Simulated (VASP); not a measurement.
Runs of VASP 6.6.1 on ZnS. The structure is that of space group R3m (No. 160), or close to it. The cells are those of the table. 

```csv
cell,gap on the mesh (eV),pressure (GPa),largest force (eV/Å)
"a = 4.053 Å, angles 52.2°, 2 atoms",1.20,3.9,0.61
"a = 3.374 Å, 2 atoms",0.52,(c),47.59
"a = 3.702 Å, angles 63.2°, 2 atoms",(a),0.9,(b)
"a = 3.474 Å, angles 75.3°, 2 atoms",1.42,19.8,8.33
"a = 4.771 Å, angles 38.9°, 2 atoms",none,19.7,1.39
```

Alike in all rows: task single point; level PBEsol; potentials or basis VASP PAW PBE potentials, release 64 (Zn, S); no spin polarisation; k mesh 10 × 10 × 10; cutoff (eV) 520; smearing gaussian 0.05 eV.

Problem. Fill in the values left out.

Solution. (a) 1.90; (b) 0.69; (c) 100.6.

Caveats: the PAW data sets were made with another functional, which shifts forces and pressure a little.

A k mesh can miss the band edges.

A gap of «none» marks levels without a gap at the run's occupations.
